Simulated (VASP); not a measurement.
## OsAu2: relaxation of cell and atoms with PBE

The system is OsAu2.

```
Os Au
1.0
     3.69095    0.00000    0.00000
    -1.84548    3.19646    0.00000
     0.00000    0.00000    3.98525
Os Au
1 2
Direct
  0.00000 0.00000 0.00000
  0.33333 0.66667 0.50000
  0.66667 0.33333 0.50000
```

| Quantity | Value |
| --- | --- |
| Program | VASP 6.6.1 |
| Task | relaxation of cell and atoms |
| Functional | PBE |
| Potentials or basis | VASP PAW PBE potentials, release 64 (Os, Au) |
| Cutoff | 600 eV |
| k mesh | 6 × 6 × 4 |
| Occupations | gaussian, width 0.1 eV |
| Spin | no spin polarisation |
| Dipole correction | no |
| Further INCAR settings | ALGO = Normal; EDIFF = 1e-06; IBRION = 2; EDIFFG = -0.04; NSW = 90; ISIF = 3 |

- Relaxed volume: 16.85 Å³/atom
- Relaxed cell: a = 4.715 Å, b = 4.715 Å, c = 2.626 Å, α = 90.00°, β = 90.00°, γ = 120.00°
- Space group after relaxing (to 0.1 Å): P6/mmm (No. 191)
- Pressure after relaxing: 0.0 GPa
- Band gap on the k mesh: zero (bands 15 and 16 overlap by 1.75 eV)

Stress tensor (GPa, compression positive):
```
-0.19  0.00  0.00
 0.00 -0.19  0.00
 0.00  0.00  0.31
```

Final structure:
```
CELL_PARAMETERS angstrom
4.71493 0.00000 0.00000
-2.35747 4.08325 0.00000
0.00000 0.00000 2.62614
ATOMIC_POSITIONS crystal
Os 0.00000 0.00000 0.00000
Au 0.33333 0.66667 0.50000
Au 0.66667 0.33333 0.50000
```

Levels at points of the mesh, in eV from the Fermi level:
```csv
k point,band 11,band 12,band 13,band 14,band 15,band 16,band 17,band 18
"(0.00, 0.00, 0.00)",-2.59,-2.59,-2.45,-2.45,1.25,1.25,3.14,4.54
"(0.50, 0.00, 0.00)",-2.57,-2.30,-2.20,-0.69,-0.49,-0.15,1.04,1.27
"(0.00, 0.00, 0.50)",-0.94,-0.84,-0.84,0.31,0.31,1.72,4.45,6.44
"(0.50, 0.00, 0.50)",-2.65,-1.41,-0.80,-0.01,0.97,1.11,1.80,4.66
```

It took 13 min on 1 thread of Intel Xeon 8259CL, with other jobs on the host, peak memory 0.2 GiB.

Caveat: the k points lie up to 0.60 Å⁻¹ apart in the final cell, too coarse for converged energies and pressures of a metal; a cell axis changed by over 15 % at a fixed basis, so the end point is rough; spin-orbit coupling is left out, which moves the levels of the heavy elements.
